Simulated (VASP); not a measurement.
# Al8Ru7 (a cell with a defect) in VASP: single point with PBE

Aim: the single point of Al8Ru7 (a cell with a defect) with PBE.

All numbers are computed with VASP 6.6.1; they aren't measurements. Logs are shortened: lines on timing, memory, paths and dates and some standing lists are left out, and cuts for length are marked.

## (1) The cell of the first run

The cell holds a defect, 15 atoms: a = 6.007 Å, b = 6.007 Å, c = 6.007 Å, α = 90.00°, β = 90.00°, γ = 90.00°.

## (2) Single point, PBE

Input file INCAR:

```
SYSTEM = Al8Ru7
PREC = Accurate
ENCUT = 520
EDIFF = 1E-7
ISMEAR = 1
SIGMA = 0.1
LREAL = Auto
LASPH = .True.
NELM = 60
ALGO = Normal
ISIF = 2
LWAVE = .False.
LCHARG = .True.
GGA = PE
LELF = .True.
LVHAR = .True.
NBANDS = 74
```

Input file KPOINTS:

```
Automatic mesh
0
Gamma
  3 3 3
  0 0 0
```

Input file POSCAR:

```
Al8Ru7
1.0
    6.0068828300      0.0000000000      0.0000000000
    0.0000000000      6.0068828300      0.0000000000
    0.0000000000      0.0000000000      6.0068828300
Al Ru
8 7
Direct
    0.0084656221      0.0059894626     -0.0020682940
   -0.0204400524     -0.0233130900      0.4986859382
    0.0085195602      0.4907974874     -0.0024997991
   -0.0205920447      0.5197780760      0.4991232699
    0.4933407366      0.0059516726     -0.0017681384
    0.5219665655     -0.0228086686      0.4985059780
    0.4932521715      0.4908054782     -0.0022782199
    0.5226707577      0.5197794078      0.4988357664
    0.2504213987      0.2491873143      0.6327856074
    0.2508612275      0.7473751573      0.2497222008
    0.2508039598      0.7492425152      0.7504807614
    0.7514776179      0.2484448327      0.2497371836
    0.7504133388      0.2485602004      0.7504647797
    0.7509527200      0.7482633051      0.2356530067
    0.7507181558      0.7486796609      0.7655258360
```

Potentials or basis: VASP PAW PBE potentials, release 64 (Al, Ru_pv).

Command:

```bash
$ cat potpaw_PBE.64/Al/POTCAR potpaw_PBE.64/Ru_pv/POTCAR > POTCAR
$ mpirun -np 1 vasp_std > vasp.out
```

OUTCAR:

```text
SYSTEM = Al8Ru7
   PREC = Accurate
   ENCUT = 520
   EDIFF = 1E-7
   ISMEAR = 1
   LREAL = Auto
   LASPH = .True.
   NELM = 60
   ISIF = 2
   GGA = PE

 ion  position               nearest neighbor table
   1  0.008  0.006  0.998-  11 2.59  15 2.60  13 2.60  12 2.61  10 2.61  14 2.61   3 2.91   5 2.91
                             2 3.01   9 3.01   2 3.02   5 3.09   3 3.09
   2  0.980  0.977  0.499-   9 2.44  14 2.50  15 2.52  12 2.60  10 2.61  11 2.61  13 2.62   4 2.74
                             6 2.75   1 3.01   1 3.02   6 3.26   4 3.26
   3  0.009  0.491  0.998-  13 2.59  11 2.59  15 2.60  10 2.61  12 2.61  14 2.61   7 2.91   1 2.91
                             9 3.00   4 3.00   4 3.02   1 3.09   7 3.10
   4  0.979  0.520  0.499-   9 2.44  14 2.50  15 2.52  10 2.60  12 2.60  13 2.61  11 2.61   8 2.74
                             2 2.74   3 3.00   3 3.02   2 3.26   8 3.26
   5  0.493  0.006  0.998-  11 2.59  13 2.59  15 2.59  12 2.61  10 2.61  14 2.61   7 2.91   1 2.91
                             6 3.01   9 3.01   6 3.01   1 3.09   7 3.09
   6  0.522  0.977  0.499-   9 2.45  14 2.51  15 2.52  12 2.61  10 2.61  11 2.61  13 2.61   8 2.75
                             2 2.75   5 3.01   5 3.01   2 3.26   8 3.26
   7  0.493  0.491  0.998-  13 2.59  11 2.60  15 2.60  10 2.61  12 2.61  14 2.61   3 2.91   5 2.91
                             9 3.01   8 3.01   8 3.02   5 3.09   3 3.10
   8  0.523  0.520  0.499-   9 2.44  14 2.50  15 2.52  10 2.60  12 2.60  13 2.61  11 2.62   4 2.74
                             6 2.75   7 3.01   7 3.02   6 3.26   4 3.26
   9  0.250  0.249  0.633-   4 2.44   8 2.44   2 2.44   6 2.45   3 3.00   7 3.01   1 3.01   5 3.01
                            11 3.09  13 3.09  13 3.09  11 3.09
  10  0.251  0.747  0.250-   4 2.60   8 2.60   7 2.61   2 2.61   3 2.61   6 2.61   5 2.61   1 2.61
                            11 3.00  14 3.00  14 3.01  11 3.01
  11  0.251  0.749  0.750-   1 2.59   5 2.59   3 2.59   7 2.60   2 2.61   6 2.61   4 2.61   8 2.62
                            10 3.00  15 3.00  15 3.01  10 3.01   9 3.09   9 3.09
  12  0.751  0.248  0.250-   4 2.60   2 2.60   8 2.60   6 2.61   1 2.61   3 2.61   5 2.61   7 2.61
                            13 3.00  14 3.00  14 3.01  13 3.01
  13  0.750  0.249  0.750-   7 2.59   3 2.59   5 2.59   1 2.60   8 2.61   4 2.61   6 2.61   2 2.62
                            12 3.00  15 3.00  15 3.01  12 3.01   9 3.09   9 3.09
  14  0.751  0.748  0.236-   8 2.50   2 2.50   4 2.50   6 2.51   5 2.61   1 2.61   7 2.61   3 2.61
                            15 2.82  12 3.00  10 3.00  10 3.01  12 3.01  15 3.18
  15  0.751  0.749  0.766-   8 2.52   2 2.52   4 2.52   6 2.52   5 2.59   1 2.60   7 2.60   3 2.60
                            14 2.82  13 3.00  11 3.00  11 3.01  13 3.01  14 3.18

  LATTYP: Found a simple cubic cell.
 ALAT       =     6.0068828300

  Lattice vectors:

 A1 = (   6.0068828300,   0.0000000000,   0.0000000000)
 A2 = (   0.0000000000,   6.0068828300,   0.0000000000)
 A3 = (   0.0000000000,   0.0000000000,   6.0068828300)

Analysis of symmetry for initial positions (statically):
=====================================================================
[... 167 lines left out ...]
   IVDW    =     0    specifies the selected vdW correction
   LEPSILON=     F    determine dielectric tensor
   LRPA    =     F    only Hartree local field effects (RPA)
 non-spin polarized calculation
 Methfessel and Paxton  Order N= 1 SIGMA  =   0.10
  energy-cutoff  :      520.00
  volume of cell :      216.74
 maximum number of plane-waves:      5868
 NGX is ok and might be reduce to    48
   NGX = 23   NGY = 23   NGZ = 23

 number of electron     121.9999986 magnetization

 Free energy of the ion-electron system (eV)
  ---------------------------------------------------
  ext. energy  EPLUGINS =         0.00000000
  ---------------------------------------------------
  free energy    TOTEN  =      -102.63698748 eV

  energy without entropy =     -102.62773934  energy(sigma->0) =     -102.63390476

 E-fermi :   9.5280     XC(G=0): -11.9895

 val. band max:        9.5171382863   @ k =   0.0000  -0.3333   0.3333
 cond. band min:       9.5330598522   @ k =   0.0000   0.3333   0.0000
 fundamental gap:      0.0159215659
 Fermi energy:         9.5280394096

 k-point     1 :       0.0000    0.0000    0.0000
  band No.  band energies     occupation
      1     -32.3602      2.00000
      2     -32.3220      2.00000
      3     -32.3210      2.00000
      4     -32.3210      2.00000
      5     -32.3167      2.00000
      6     -32.2973      2.00000
[... 1053 lines left out ...]
     72      13.8583      0.00000
     73      14.1625      0.00000
 [bands above 73 left out]

------------------------ aborting loop because EDIFF is reached ----------------------------------------

  FORCE on cell =-STRESS in cart. coord.  units (eV):
  Direction    XX          YY          ZZ          XY          YZ          ZX
  --------------------------------------------------------------------------------------
  -------------------------------------------------------------------------------------
  Total        1.6379804      1.6449819     -4.4308250     -0.0027030      0.0248870     -0.0173421
  in kB       12.1079831     12.1597384    -32.7527445     -0.0199807      0.1839652     -0.1281932
  external PRESSURE =      -2.8283410 kB  Pullay stress =       0.0000000 kB

 VOLUME and BASIS-vectors are now :
 -----------------------------------------------------------------------------
  energy-cutoff  :      520.00
  volume of cell :      216.74
      direct lattice vectors                 reciprocal lattice vectors
     6.006882830  0.000000000  0.000000000     0.166475696  0.000000000  0.000000000
     0.000000000  6.006882830  0.000000000     0.000000000  0.166475696  0.000000000
     0.000000000  0.000000000  6.006882830     0.000000000  0.000000000  0.166475696

 POSITION                                       TOTAL-FORCE (eV/Angst)
 -----------------------------------------------------------------------------------
      0.05085      0.03598      5.99446         0.042094      0.045526     -0.181093
      5.88410      5.86684      2.99555         0.122702      0.146685     -0.165804
      0.05118      2.94816      5.99187         0.042321     -0.043545     -0.187377
      5.88319      3.12225      2.99818         0.102908     -0.097206     -0.178908
      2.96344      0.03575      5.99626        -0.043946      0.045819     -0.179645
      3.13539      5.86987      2.99447        -0.122750      0.129950     -0.170749
      2.96291      2.94821      5.99320        -0.043970     -0.043316     -0.182700
      3.13962      3.12225      2.99645        -0.139729     -0.114553     -0.166981
      1.50425      1.49684      3.80107         0.024697     -0.040778      2.252027
      1.50689      4.48939      1.50005         0.003780      0.012237     -0.192023
      1.50655      4.50061      4.50805         0.009569     -0.015060     -0.095826
      4.51404      1.49238      1.50014        -0.006749     -0.006666     -0.194017
      4.50765      1.49307      4.50795         0.008229     -0.019339     -0.093653
      4.51088      4.49473      1.41554         0.001118      0.000800     -0.140382
      4.50948      4.49723      4.59842        -0.000275     -0.000554     -0.122869
 -----------------------------------------------------------------------------------
    total drift:                               -0.003790      0.006930      0.006640

  FREE ENERGIE OF THE ION-ELECTRON SYSTEM (eV)
  ---------------------------------------------------
  free  energy   TOTEN  =      -102.6369874771 eV

  energy  without entropy=     -102.6277393366  energy(sigma->0) =     -102.63390476
```

It took 5.8 min on 1 thread of AMD EPYC 9R45 (Zen 5), shared host; peak memory 0.37 GiB.

What came out:

| Quantity | Value |
| --- | --- |
| Free energy | -102.6370 eV |
| Pressure | -0.3 GPa |
| Largest force | 2.253 eV/Å |
| Band gap on the k mesh | zero (bands 61 and 62 overlap by 0.46 eV) |

Forces on the atoms (eV/Å):
```
Al   0.042  0.046 -0.181
Al   0.123  0.147 -0.166
Al   0.042 -0.044 -0.187
Al   0.103 -0.097 -0.179
Al  -0.044  0.046 -0.180
Al  -0.123  0.130 -0.171
Al  -0.044 -0.043 -0.183
Al  -0.140 -0.115 -0.167
Ru   0.025 -0.041  2.252
Ru   0.004  0.012 -0.192
Ru   0.010 -0.015 -0.096
Ru  -0.007 -0.007 -0.194
Ru   0.008 -0.019 -0.094
Ru   0.001  0.001 -0.140
Ru   0.000 -0.001 -0.123
```

Levels at points of the mesh, in eV from the Fermi level:
```
           k point  band 57  band 58  band 59  band 60  band 61  band 62  band 63  band 64  band 65  band 66
(0.00, 0.00, 0.00)    -0.20    -0.09    -0.09     0.08     0.09     0.42     0.42     1.31     1.57     1.64
```
